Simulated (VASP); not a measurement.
Crystal: Sb.

```
Sb
1.0
    -1.67226    1.67226    1.67226
     1.67226   -1.67226    1.67226
     1.67226    1.67226   -1.67226
Sb
1
Direct
  0.00000 0.00000 0.00000
```

This isn't the form of Sb at room conditions, which is rhombohedral.

```yaml
Program: VASP 6.6.1
Task: relaxation of cell and atoms
Functional: PBE
Potentials_or_basis: VASP PAW PBE potentials, release 64 (Sb)
Cutoff: 600 eV
k_mesh: 17 × 17 × 17
Occupations: fermi-dirac, width 0.05 eV
Spin: no spin polarisation
```

At the start: pressure 53.7 GPa; volume 18.71 Å³/atom.

How do energy, volume and symmetry change on relaxing?

Over 5 steps the energy falls by 991.7 meV/atom and the volume is 27.19 Å³/atom (+45.4 %); space group Im-3m (No. 229, to 0.1 Å) before and after.

Step by step:
```
step  energy change (eV)  largest force (eV/Å)  pressure (GPa)  volume (Å³)
   1              0.0000                0.0000           53.73        18.71
   2             -0.3661                0.0000           -9.61        41.35
   3             -0.9900                0.0000           -1.05        27.70
   4             -0.9913                0.0000           -0.47        27.42
   5             -0.9917                0.0000            0.01        27.19
```

Final structure:
```xyz
1
Lattice="-1.8944 1.8944 1.8944 1.8944 -1.8944 1.8944 1.8944 1.8944 -1.8944" Properties=species:S:1:pos:R:3 pbc="T T T"
Sb    1.8944    1.8944   -1.8944
```

Caveat: the volume moved by over 15 % at a fixed basis, so the end points are rough.
